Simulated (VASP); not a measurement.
A run of VASP 6.6.1 is set up as follows.

File INCAR:

```
SYSTEM = HfO2
ALGO = Normal
EDIFF = 1E-6
ENCUT = 520
ISIF = 2
ISMEAR = -1
LASPH = .True.
LCHARG = .True.
LELF = .True.
LREAL = .False.
LVHAR = .True.
LWAVE = .False.
NBANDS = 31
NELM = 100
PREC = Accurate
SIGMA = 0.05
```

KPOINTS

```
k-points
0
Gamma
  8 8 5
  0 0 0
```

The input POSCAR:

```
HfO2
1.0
    3.5815830586      0.0000000000      0.0000000000
    0.0000000000      3.5815830586      0.0000000000
    0.0000000000      0.0000000000      5.2061129447
Hf O
2 4
Direct
    0.0000000000      0.0000000000      0.0000000000
    0.5000000000      0.5000000000      0.5000000000
    0.0000000000      0.5000000000      0.1972078800
    0.5000000000      0.0000000000      0.3027921200
    0.5000000000      0.0000000000      0.8027921200
    0.0000000000      0.5000000000      0.6972078800
```

Potentials or basis: VASP PAW LDA potentials, release 64 (Hf_pv, O).

The run is started by

```sh
$ cat potpaw_LDA.64/Hf_pv/POTCAR potpaw_LDA.64/O/POTCAR > POTCAR
$ mpirun -np 1 vasp_std > vasp.out
```

(1) What does it give for the band gap on the k mesh?

(2) What does it give for the pressure?

(3) Predict the largest force.

Results:

(1) 4.48 eV, indirect (least direct gap 4.55 eV).

(2) -12.1 GPa.

(3) 0.109 eV/Å.

Caveat: spin-orbit coupling is left out, which moves the levels of the heavy elements.
